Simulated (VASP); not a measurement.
Here is a VASP 6.6.1 calculation.

File INCAR:

```
PREC = Accurate
ENCUT = 500
EDIFF = 1E-6
ISMEAR = 0
SIGMA = 0.05
LREAL = False
LASPH = True
NELM = 120
ALGO = Normal
ISIF = 2
LWAVE = False
LCHARG = False
GGA = PE
NBANDS = 16
GGA_COMPAT = False
```

KPOINTS

```
regular mesh
0
Gamma
  6 6 6
```

The input POSCAR:

```
ScSi2
1.0
    4.0341635331      0.0000000000      0.0000000000
   -2.0170817665      3.4936881026      0.0000000000
    0.0000000000      0.0000000000      3.5980020213
Sc Si
1 2
Direct
    0.0000000000      0.0000000000      0.0000000000
    0.3333333333      0.6666666667      0.4995747623
    0.6666666667      0.3333333333      0.5004252377
```

Potentials or basis: VASP PAW PBE potentials, release 64 (Sc_sv, Si).

Launch:

```console
$ cat potpaw_PBE.64/Sc_sv/POTCAR potpaw_PBE.64/Si/POTCAR > POTCAR
$ mpirun -np 1 vasp_std > vasp.out
```

Task: Predict the pressure.

Result: 0.0 GPa.

Task: What does it give for the band gap on the k mesh?

Result: Zero (an odd number of electrons rules out a gap without spin polarisation).

Stress tensor (GPa, compression positive):
```
-0.03  0.00  0.00
 0.00 -0.03  0.00
 0.00  0.00  0.11
```
